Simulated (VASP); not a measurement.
# Cu (Fm-3m) in VASP: further runs

Cu is run at these levels: RPBE; tasks: single point.

Everything below comes from runs of VASP 6.6.1. Logs are shortened: lines on timing, memory, paths and dates and some standing lists are left out, and cuts for length are marked.

## Step 1: The cell of the first run

The structure is cubic, space group Fm-3m (No. 225). Conventional cell: a = 3.615 Å, b = 3.615 Å, c = 3.615 Å, α = 90.00°, β = 90.00°, γ = 90.00°. Within 3.4 Å of Cu (site symmetry m-3m) lie 12 Cu at 2.56 Å.

## Step 2: Single point, RPBE

File INCAR:

```
PREC = Accurate ; ENCUT = 600
EDIFF = 1E-6 ; ISMEAR = 0
SIGMA = 0.1 ; LREAL = False
LASPH = True ; NELM = 120
ALGO = Normal ; ISIF = 2
LWAVE = False ; LCHARG = False
GGA = RP ; NBANDS = 12
GGA_COMPAT = False
```

File KPOINTS:

```
Automatic mesh
0
Gamma
  4 4 4
```

File POSCAR:

```
Cu
1.0
    0.0000000000      1.8075000000      1.8075000000
    1.8075000000      0.0000000000      1.8075000000
    1.8075000000      1.8075000000      0.0000000000
Cu
1
Direct
    0.0000000000      0.0000000000      0.0000000000
```

Potentials or basis: VASP PAW PBE potentials, release 64 (Cu).

Command:

```sh
$ cat potpaw_PBE.64/Cu/POTCAR > POTCAR
$ mpirun -np 1 vasp_std > vasp.out
```

OUTCAR:

```text
PREC = Accurate
   ENCUT = 600
   EDIFF = 1E-6
   ISMEAR = 0
   LREAL = False
   LASPH = True
   NELM = 120
   ISIF = 2
   GGA = RP

 ion  position               nearest neighbor table
   1  0.000  0.000  0.000-

  LATTYP: Found a face centered cubic cell.
 ALAT       =     3.6150000000

  Lattice vectors:

 A1 = (   0.0000000000,   1.8075000000,   1.8075000000)
 A2 = (   1.8075000000,   0.0000000000,   1.8075000000)
 A3 = (   1.8075000000,   1.8075000000,   0.0000000000)

Analysis of symmetry for initial positions (statically):
=====================================================================
 Subroutine PRICEL returns:
 Original cell was already a primitive cell.

 Routine SETGRP: Setting up the symmetry group for a
 face centered cubic supercell.

 Subroutine GETGRP returns: Found 48 space group operations
 (whereof 48 operations were pure point group operations)
 out of a pool of 48 trial point group operations.

The static configuration has the point symmetry O_h .

Analysis of symmetry for dynamics (positions and initial velocities):
=====================================================================
 Subroutine PRICEL returns:
 Original cell was already a primitive cell.

 Routine SETGRP: Setting up the symmetry group for a
 face centered cubic supercell.

 Subroutine GETGRP returns: Found 48 space group operations
 (whereof 48 operations were pure point group operations)
 out of a pool of 48 trial point group operations.

The dynamic configuration has the point symmetry O_h .

 Subroutine INISYM returns: Found 48 space group operations
 (whereof 48 operations are pure point group operations),
 and found     1 'primitive' translations

----------------------------------------------------------------------------------------

                                     Primitive cell

  volume of cell :      11.8104

  direct lattice vectors                    reciprocal lattice vectors
     0.000000000  1.807500000  1.807500000    -0.276625173  0.276625173  0.276625173
     1.807500000  0.000000000  1.807500000     0.276625173 -0.276625173  0.276625173
     1.807500000  1.807500000  0.000000000     0.276625173  0.276625173 -0.276625173

  length of vectors
     2.556191014  2.556191014  2.556191014     0.479128854  0.479128854  0.479128854

  position of ions in fractional coordinates (direct lattice)
     0.000000000  0.000000000  0.000000000
[... 64 lines left out ...]
   NFREE  =      0    steps in history (QN), initial steepest desc. (CG)
   ISIF   =      2    stress and relaxation
   ISYM   =      2    0-nonsym 1-usesym 2-fastsym
   POTIM  = 0.5000    time-step for ionic-motion
   TEBEG  =    0.0;   TEEND  =   0.0 temperature during run
   PSTRESS=    0.0 pullay stress
   NELECT =      11.0000    total number of electrons
   NUPDOWN=      -1.0000    fix difference up-down
   EMIN   =  10.00;   EMAX   =-10.00  energy-range for DOS
   EFERMI =   0.00;   METHOD = LEGACY
   ISMEAR =     0;   SIGMA  =   0.10  broadening in eV -4-tet -1-fermi 0-gaus
   EFERMI_NEDOS =   21; number of points for ismear=-14 and -15
   IALGO  =     38    algorithm
   IMIX   =      4    mixing-type and parameters
     AMIX     =   0.40;   BMIX     =  1.00
     AMIX_MAG =   1.60;   BMIX_MAG =  1.00
  volume/ion in A,a.u.               =      11.81        79.70
  Fermi-wavevector in a.u.,A,eV,Ry     =   1.598763  3.021224 34.777078  2.556043
  Thomas-Fermi vector in A             =   2.696162
   LORBIT       =      0    0 simple, 1 ext, 2 COOP (PROOUT), +10 PAW based schemes
   GGA     = RP    functional components
   LHFCALC =     F    Hartree Fock is set to
   AEXX    =    0.0000 exact exchange contribution
   IVDW    =     0    specifies the selected vdW correction
   LEPSILON=     F    determine dielectric tensor
   LRPA    =     F    only Hartree local field effects (RPA)
 non-spin polarized calculation
 Gauss-broadening in eV      SIGMA  =   0.10
  energy-cutoff  :      600.00
  volume of cell :       11.81
 maximum number of plane-waves:       411
   NGX = 11   NGY = 11   NGZ = 11

 number of electron      11.0000001 magnetization

 Free energy of the ion-electron system (eV)
  ---------------------------------------------------
  ext. energy  EPLUGINS =         0.00000000
  ---------------------------------------------------
  free energy    TOTEN  =        -3.07871609 eV

  energy without entropy =       -3.07399214  energy(sigma->0) =       -3.07635411

 E-fermi :   8.5463     XC(G=0): -12.5951

 val. band max:        7.4113730501   @ k =  -0.2500   0.2500   0.0000
 cond. band min:       8.6686985620   @ k =   0.5000   0.2500   0.0000
 fundamental gap:      1.2573255119
 Fermi energy:         8.5462513983

 k-point     1 :       0.0000    0.0000    0.0000
  band No.  band energies     occupation
      1      -1.6039      2.00000
      2       4.6924      2.00000
      3       4.6924      2.00000
      4       4.6924      2.00000
      5       5.5108      2.00000
      6       5.5108      2.00000
      7      30.2783      0.00000
      8      33.0128      0.00000
      9      33.0128      0.00000
     10      33.0128      0.00000
     11      35.4696      0.00000
     12      35.4696      0.00000
[... 91 lines left out ...]
 k-point     8 :      -0.2500    0.5000    0.2500
  band No.  band energies     occupation
      1       3.5783      2.00000
      2       4.1875      2.00000
      3       4.1875      2.00000
      4       5.4700      2.00000
      5       6.2193      2.00000
      6      13.9430      0.00000
      7      13.9430      0.00000
      8      16.0073      0.00000
      9      16.6046      0.00000
     10      35.9719      0.00000
     11      35.9719      0.00000
     12      37.2450      0.00000

------------------------ aborting loop because EDIFF is reached ----------------------------------------

  FORCE on cell =-STRESS in cart. coord.  units (eV):
  Direction    XX          YY          ZZ          XY          YZ          ZX
  --------------------------------------------------------------------------------------
  -------------------------------------------------------------------------------------
  Total        0.6629382      0.6629382      0.6629382      0.0000000     -0.0000000     -0.0000000
  in kB       89.9329220     89.9329220     89.9329220      0.0000000     -0.0000000     -0.0000000
  external PRESSURE =      89.9329220 kB  Pullay stress =       0.0000000 kB

 VOLUME and BASIS-vectors are now :
 -----------------------------------------------------------------------------
  energy-cutoff  :      600.00
  volume of cell :       11.81
      direct lattice vectors                 reciprocal lattice vectors
     0.000000000  1.807500000  1.807500000    -0.276625173  0.276625173  0.276625173
     1.807500000  0.000000000  1.807500000     0.276625173 -0.276625173  0.276625173
     1.807500000  1.807500000  0.000000000     0.276625173  0.276625173 -0.276625173

 POSITION                                       TOTAL-FORCE (eV/Angst)
 -----------------------------------------------------------------------------------
      0.00000      0.00000      0.00000         0.000000      0.000000      0.000000
 -----------------------------------------------------------------------------------
    total drift:                                0.000000      0.000000      0.000000

  FREE ENERGIE OF THE ION-ELECTRON SYSTEM (eV)
  ---------------------------------------------------
  free  energy   TOTEN  =        -3.0787160893 eV

  energy  without entropy=       -3.0739921398  energy(sigma->0) =       -3.07635411
```

Wall time 6.3 s (1 thread of Intel Xeon 8259CL, shared host); peak memory 0.12 GiB.

What came out:

```
Free energy : -3.0787 eV
Pressure    : 9.0 GPa
```

Caveat: the k points lie up to 0.75 Å⁻¹ apart; the PAW data sets were made with another functional, which shifts forces and pressure a little.

## Step 3: Single point, RPBE

File INCAR:

```
PREC = Accurate
ENCUT = 600
EDIFF = 1E-6
ISMEAR = 0
SIGMA = 0.1
LREAL = False
LASPH = True
NELM = 120
ALGO = Normal
ISIF = 2
LWAVE = False
LCHARG = False
GGA = RP
NBANDS = 12
GGA_COMPAT = False
```

File KPOINTS:

```
Automatic mesh
0
Gamma
  5 5 5
```

POSCAR is that of step 2.

Potentials or basis: VASP PAW PBE potentials, release 64 (Cu).

Command:

```sh
$ cat potpaw_PBE.64/Cu/POTCAR > POTCAR
$ mpirun -np 1 vasp_std > vasp.out
```

Wall time 6.1 s (1 thread of Intel Xeon 8259CL, shared host); peak memory 0.12 GiB.

The run converged. Its results:

```
Free energy : -3.3422 eV
Pressure    : 6.6 GPa
```

Levels at points of the mesh, in eV from the Fermi level:
```csv
k point,band 4,band 5,band 6,band 7,band 8,band 9
"(0.00, 0.00, 0.00)",-2.44,-1.62,-1.62,23.07,25.81,25.81
```

Caveat: the k points lie up to 0.60 Å⁻¹ apart; the PAW data sets were made with another functional, which shifts forces and pressure a little.

## Step 4: Single point, RPBE

File INCAR:

```
SYSTEM = Cu
PREC = Accurate
ENCUT = 600
EDIFF = 1E-6
ISMEAR = 0
SIGMA = 0.1
LREAL = .False.
LASPH = .True.
NELM = 120
ALGO = Normal
ISIF = 2
LWAVE = .False.
LCHARG = .True.
GGA = RP
LELF = .True.
LVHAR = .True.
NBANDS = 12
GGA_COMPAT = .False.
```

File KPOINTS:

```
regular mesh
0
Gamma
  6 6 6
  0 0 0
```

POSCAR is that of step 3.

Command:

```sh
$ cat potpaw_PBE.64/Cu/POTCAR > POTCAR
$ mpirun -np 1 vasp_std > vasp.out
```

Run time: 7.6 s. Hardware: 1 thread of Intel Xeon 8259CL, shared host; peak memory 0.12 GiB.

The run converged. Its results:

| Item | Value |
| --- | --- |
| Free energy | -3.1806 eV |
| Pressure | 8.5 GPa |

Levels at points of the mesh, in eV from the Fermi level:
```csv
k point,band 2,band 3,band 4,band 5,band 6,band 7,band 8,band 9,band 10,band 11
"(0.00, 0.00, 0.00)",-2.97,-2.97,-2.97,-2.15,-2.15,22.59,25.33,25.33,25.33,27.79
"(0.50, 0.00, 0.00)",-3.00,-3.00,-1.58,-1.58,-0.96,3.83,21.08,22.19,22.19,25.12
"(0.50, 0.50, 0.00)",-4.36,-1.60,-1.44,-1.44,1.56,7.18,13.17,13.17,17.59,20.34
```

Caveat: the k points lie up to 0.50 Å⁻¹ apart; the PAW data sets were made with another functional, which shifts forces and pressure a little.

## Step 5: Single point, RPBE

File INCAR:

```
SYSTEM = Cu
PREC = Accurate ; ENCUT = 600
EDIFF = 1E-6 ; ISMEAR = 0
SIGMA = 0.1 ; LREAL = .FALSE.
LASPH = .TRUE. ; NELM = 120
ALGO = Normal ; ISIF = 2
LWAVE = .FALSE. ; LCHARG = .FALSE.
GGA = RP ; NBANDS = 12
GGA_COMPAT = .FALSE.
```

File KPOINTS:

```
Automatic mesh
0
G
  7 7 7
  0 0 0
```

POSCAR is that of step 4.

Command:

```sh
$ cat potpaw_PBE.64/Cu/POTCAR > POTCAR
$ mpirun -np 1 vasp_std > vasp.out
```

Wall time 7.7 s (1 thread of Intel Xeon 8259CL, shared host); peak memory 0.12 GiB.

It converged, with:

- Free energy: -3.2820 eV
- Pressure: 7.2 GPa

Levels at points of the mesh, in eV from the Fermi level:
| k point | band 3 | band 4 | band 5 | band 6 | band 7 | band 8 | band 9 | band 10 |
| --- | --- | --- | --- | --- | --- | --- | --- | --- |
| (0.00, 0.00, 0.00) | -3.22 | -3.22 | -2.41 | -2.41 | 22.32 | 25.06 | 25.06 | 25.06 |

Caveat: the k points lie up to 0.43 Å⁻¹ apart; the PAW data sets were made with another functional, which shifts forces and pressure a little.

## Step 6: Single point, RPBE

File INCAR:

```
PREC = Accurate
ENCUT = 600
EDIFF = 1E-6
ISMEAR = 0
SIGMA = 0.1
LREAL = F
LASPH = T
NELM = 120
ALGO = Normal
ISIF = 2
LWAVE = F
LCHARG = F
GGA = RP
NBANDS = 12
GGA_COMPAT = F
```

File KPOINTS:

```
regular mesh
0
Gamma
  9 9 9
```

POSCAR is that of step 5.

Potentials or basis: VASP PAW PBE potentials, release 64 (Cu).

Command:

```sh
$ cat potpaw_PBE.64/Cu/POTCAR > POTCAR
$ mpirun -np 1 vasp_std > vasp.out
```

It took 11 s on 1 thread of Intel Xeon 8259CL, shared host; peak memory 0.13 GiB.

The run converged. Its results:

```
Free energy : -3.2548 eV
Pressure    : 7.4 GPa
```

Levels at points of the mesh, in eV from the Fermi level:
| k point | band 4 | band 5 | band 6 | band 7 | band 8 | band 9 |
| --- | --- | --- | --- | --- | --- | --- |
| (0.00, 0.00, 0.00) | -3.12 | -2.30 | -2.30 | 22.44 | 25.18 | 25.18 |

Caveat: the PAW data sets were made with another functional, which shifts forces and pressure a little.

## Step 7: The runs side by side

```csv
k mesh,gap on the mesh (eV),pressure (GPa)
4 × 4 × 4,none,9.0
5 × 5 × 5,none,6.6
6 × 6 × 6,none,8.5
7 × 7 × 7,none,7.2
9 × 9 × 9,none,7.4
```

Alike in all rows: task single point; level RPBE; potentials or basis VASP PAW PBE potentials, release 64 (Cu); no spin polarisation; cell as given; cutoff (eV) 600; smearing gaussian 0.1 eV.

Caveats: some runs use coarse meshes; the PAW data sets were made with another functional, which shifts forces and pressure a little.

Absolute energies hang on the potentials; compare differences alone.
